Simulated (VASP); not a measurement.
# PtS2Cl6 in VASP: single point with r2SCAN

Aim: the single point of PtS2Cl6 with r2SCAN.

Program: VASP 6.6.1. These are calculated values, not measurements. Logs are shortened: lines on timing, memory, paths and dates and some standing lists are left out, and cuts for length are marked.

## Step 1: The cell of the first run

The cell holds a disordered packing, 9 atoms: a = 6.062 Å, b = 6.662 Å, c = 6.183 Å, α = 92.91°, β = 82.03°, γ = 78.75°.

## Step 2: Single point, r2SCAN

File POSCAR:

```
PtS2Cl6
1.0
    5.9855690000      0.8257740000      0.4910290000
    0.4060700000      6.6487830000     -0.0925160000
    0.3971030000     -0.2529850000      6.1646680000
Cl S Pt
6 2 1
Direct
    0.1719030000      0.4485180000      0.1395550000
    0.7779100000      0.2747010000      0.2752720000
    0.1172130000      0.8938270000      0.2222450000
    0.0764660000      0.2569680000      0.6815470000
    0.5873270000      0.9273110000      0.0536620000
    0.8339190000      0.6363850000      0.5160250000
    0.6084360000      0.3264750000      0.8659700000
    0.5287050000      0.0276050000      0.5353320000
    0.3157770000      0.6363490000      0.6008080000
```

File INCAR.step1:

```
SYSTEM = PtS2Cl6
PREC = Accurate
ENCUT = 520
ISMEAR = -1
SIGMA = 0.0156
LREAL = .False.
LASPH = .True.
NELM = 80
NBANDS = 42
GGA = PE
ALGO = Normal
EDIFF = 1E-4
LWAVE = .True.
LCHARG = .False.
```

File INCAR.step2:

```
SYSTEM = PtS2Cl6
PREC = Accurate
ENCUT = 520
EDIFF = 1E-6
ISMEAR = -1
SIGMA = 0.0156
LREAL = .False.
LASPH = .True.
NELM = 80
ALGO = Normal
ISIF = 2
LWAVE = .False.
LCHARG = .False.
METAGGA = R2SCAN
LMIXTAU = .True.
NBANDS = 42
ISTART = 1
```

File KPOINTS:

```
Automatic mesh
0
Gamma
  3 3 3
  0 0.5 0
```

Potentials or basis: VASP PAW PBE potentials, release 64 (Cl, S, Pt).

Started as:

```bash
$ cat potpaw_PBE.64/Cl/POTCAR potpaw_PBE.64/S/POTCAR potpaw_PBE.64/Pt/POTCAR > POTCAR
$ cp INCAR.step1 INCAR
$ mpirun -np 1 vasp_std > vasp.out
$ cp INCAR.step2 INCAR
$ mpirun -np 1 vasp_std > vasp.out
```

OUTCAR:

```text
SYSTEM = PtS2Cl6
   PREC = Accurate
   ENCUT = 520
   EDIFF = 1E-6
   ISMEAR = -1
   LREAL = .False.
   LASPH = .True.
   NELM = 80
   ISIF = 2
   METAGGA = R2SCAN
   ISTART = 1

 ion  position               nearest neighbor table
   1  0.172  0.449  0.140-
   2  0.778  0.275  0.275-
   3  0.117  0.894  0.222-
   4  0.076  0.257  0.682-
   5  0.587  0.927  0.054-
   6  0.834  0.636  0.516-   9 3.04
   7  0.608  0.326  0.866-   9 3.13
   8  0.529  0.028  0.535-
   9  0.316  0.636  0.601-   6 3.04   7 3.13

  LATTYP: Found a triclinic cell.
 ALAT       =     6.6618141250
 B/A-ratio  =     1.2137405291
 C/A-ratio  =     1.7844289545
 COS(alpha) =     0.0035746043
 COS(beta)  =     0.6334456388
 COS(gamma) =     0.6776921805

  Lattice vectors:

 A1 = (   0.4060700000,   6.6487830000,  -0.0925160000)
 A2 = (  -5.5794990000,   5.8230090000,  -0.5835450000)
 A3 = (   6.7887420000,   7.2215720000,   6.5631810000)

Analysis of symmetry for initial positions (statically):
=====================================================================
 Subroutine PRICEL returns:
 Original cell was already a primitive cell.

 Routine SETGRP: Setting up the symmetry group for a
 triclinic supercell.

 Subroutine GETGRP returns: Found  1 space group operations
 (whereof  1 operations were pure point group operations)
 out of a pool of  2 trial point group operations.

The static configuration has the point symmetry C_1 .

Analysis of symmetry for dynamics (positions and initial velocities):
=====================================================================
 Subroutine PRICEL returns:
 Original cell was already a primitive cell.

 Routine SETGRP: Setting up the symmetry group for a
 triclinic supercell.

 Subroutine GETGRP returns: Found  1 space group operations
 (whereof  1 operations were pure point group operations)
 out of a pool of  2 trial point group operations.

The dynamic configuration has the point symmetry C_1 .

 Subroutine INISYM returns: Found  1 space group operations
 (whereof  1 operations are pure point group operations),
 and found     1 'primitive' translations

----------------------------------------------------------------------------------------

                                     Primitive cell
[... 96 lines left out ...]
   EDIFFG = 0.1E-04   stopping-criterion for IOM
   NSW    =      0    number of steps for IOM
   IBRION =     -1    ionic relax: 0-MD 1-quasi-New 2-CG
   NFREE  =      0    steps in history (QN), initial steepest desc. (CG)
   ISIF   =      2    stress and relaxation
   ISYM   =      2    0-nonsym 1-usesym 2-fastsym
   POTIM  = 0.5000    time-step for ionic-motion
   TEBEG  =    0.0;   TEEND  =   0.0 temperature during run
   PSTRESS=    0.0 pullay stress
   NELECT =      64.0000    total number of electrons
   NUPDOWN=      -1.0000    fix difference up-down
   EMIN   =  10.00;   EMAX   =-10.00  energy-range for DOS
   EFERMI =   0.00;   METHOD = LEGACY
   ISMEAR =    -1;   SIGMA  =   0.02  broadening in eV -4-tet -1-fermi 0-gaus
   EFERMI_NEDOS =   21; number of points for ismear=-14 and -15
   IALGO  =     38    algorithm
   IMIX   =      4    mixing-type and parameters
     AMIX     =   0.40;   BMIX     =  1.00
     AMIX_MAG =   1.60;   BMIX_MAG =  1.00
  volume/ion in A,a.u.               =      26.86       181.27
  Fermi-wavevector in a.u.,A,eV,Ry     =   1.051186  1.986454 15.034342  1.104993
  Thomas-Fermi vector in A             =   2.186220
   LORBIT       =      0    0 simple, 1 ext, 2 COOP (PROOUT), +10 PAW based schemes
   METAGGA = R2SCAN    functional components
   LHFCALC =     F    Hartree Fock is set to
   AEXX    =    0.0000 exact exchange contribution
   IVDW    =     0    specifies the selected vdW correction
   LEPSILON=     F    determine dielectric tensor
   LRPA    =     F    only Hartree local field effects (RPA)
 non-spin polarized calculation
  energy-cutoff  :      520.00
  volume of cell :      241.75
 maximum number of plane-waves:      6526
 NGX is ok and might be reduce to    48
   NGX = 23   NGY = 25   NGZ = 23

 number of electron      63.9999999 magnetization

 Free energy of the ion-electron system (eV)
  ---------------------------------------------------
  ext. energy  EPLUGINS =         0.00000000
  ---------------------------------------------------
  free energy    TOTEN  =       -94.37012709 eV

  energy without entropy =      -94.35326284  energy(sigma->0) =      -94.36169497

 E-fermi :   0.4662     XC(G=0):  -8.9977

 val. band max:        0.4614551389   @ k =  -0.3333   0.5000   0.3333
 cond. band min:       0.4706840737   @ k =  -0.0000   0.1667   0.3333
 fundamental gap:      0.0092289348
 Fermi energy:         0.4661598619

 k-point     1 :       0.0000    0.1667    0.0000
  band No.  band energies     occupation
      1     -15.1200      2.00000
      2     -14.2715      2.00000
      3     -14.0036      2.00000
      4     -13.8935      2.00000
      5     -13.6844      2.00000
      6     -13.3352      2.00000
[... 619 lines left out ...]
     41       8.4866      0.00000
     42       9.1583      0.00000

------------------------ aborting loop because EDIFF is reached ----------------------------------------

  FORCE on cell =-STRESS in cart. coord.  units (eV):
  Direction    XX          YY          ZZ          XY          YZ          ZX
  --------------------------------------------------------------------------------------
  -------------------------------------------------------------------------------------
  Total      -14.6296102     -9.7521301     -8.5581026      0.3295262      2.2406437      0.0900092
  in kB      -96.9567700    -64.6315945    -56.7182568      2.1839133     14.8497173      0.5965303
  external PRESSURE =     -72.7688738 kB  Pullay stress =       0.0000000 kB

 VOLUME and BASIS-vectors are now :
 -----------------------------------------------------------------------------
  energy-cutoff  :      520.00
  volume of cell :      241.75
      direct lattice vectors                 reciprocal lattice vectors
     5.985569000  0.825774000  0.491029000     0.169448835 -0.010506857 -0.011346388
     0.406070000  6.648783000 -0.092516000    -0.021571297  0.151826950  0.007620194
     0.397103000 -0.252985000  6.164668000    -0.013820693  0.003115430  0.163232861

 POSITION                                       TOTAL-FORCE (eV/Angst)
 -----------------------------------------------------------------------------------
      1.26648      3.08875      0.90322         1.084503      0.000351     -0.355999
      4.87709      2.39917      2.05352        -0.340588     -0.436668      0.023424
      1.15280      5.98343      1.34493         0.383312     -0.293118      0.369296
      0.83268      1.59925      4.21528         0.354423     -0.238384      0.008994
      3.91335      6.63691      0.53341        -0.205618      0.086366      0.183630
      5.45481      4.78927      3.53173        -0.744790      1.169685      0.416694
      4.11829      2.45401      5.60697        -1.103557     -0.309152     -0.818979
      3.38839      0.48470      3.55720        -0.334789      0.053804      0.445197
      2.38709      4.33971      3.79997         0.907103     -0.032883     -0.272255
 -----------------------------------------------------------------------------------
    total drift:                               -0.000669      0.001165     -0.001561

  FREE ENERGIE OF THE ION-ELECTRON SYSTEM (eV)
  ---------------------------------------------------
  free  energy   TOTEN  =       -94.3701270893 eV

  energy  without entropy=      -94.3532628429  energy(sigma->0) =      -94.36169497
```

OUTCAR.step1:

```text
SYSTEM = PtS2Cl6
   PREC = Accurate
   ENCUT = 520
   ISMEAR = -1
   LREAL = .False.
   LASPH = .True.
[... 870 lines left out ...]
      4.11829      2.45401      5.60697        -0.996393     -0.329463     -0.744281
      3.38839      0.48470      3.55720        -0.343684     -0.000767      0.428841
      2.38709      4.33971      3.79997         0.817580     -0.031964     -0.251296
 -----------------------------------------------------------------------------------
    total drift:                                0.000426     -0.001241     -0.003076

  FREE ENERGIE OF THE ION-ELECTRON SYSTEM (eV)
  ---------------------------------------------------
  free  energy   TOTEN  =       -16.1716985547 eV

  energy  without entropy=      -16.1539434699  energy(sigma->0) =      -16.16282101
```

Wall time 8.8 min (1 thread of Intel Xeon Platinum 8259CL at 2.50GHz (Skylake/Cascade Lake), shared host); peak memory 0.42 GiB.

What came out:

- Free energy: -94.3701 eV
- Pressure: -7.3 GPa
- Largest force: 1.448 eV/Å
- Band gap on the k mesh: zero (bands 32 and 33 overlap by 0.02 eV)

Forces in eV/Å, atoms in the order of the input:
```
Cl   1.085  0.000 -0.356
Cl  -0.341 -0.437  0.023
Cl   0.383 -0.293  0.369
Cl   0.354 -0.238  0.009
Cl  -0.206  0.086  0.184
Cl  -0.745  1.170  0.417
S   -1.104 -0.309 -0.819
S   -0.335  0.054  0.445
Pt   0.907 -0.033 -0.272
```

Levels at points of the mesh, in eV from the Fermi level:
```csv
k point,band 30,band 31,band 32,band 33,band 34,band 35
"(0.00, 0.50, 0.00)",-0.39,-0.24,-0.13,0.07,0.16,0.44
```

Caveat: the PAW data sets were made with another functional, which shifts forces and pressure a little; spin-orbit coupling is left out, which moves the levels of the heavy elements.
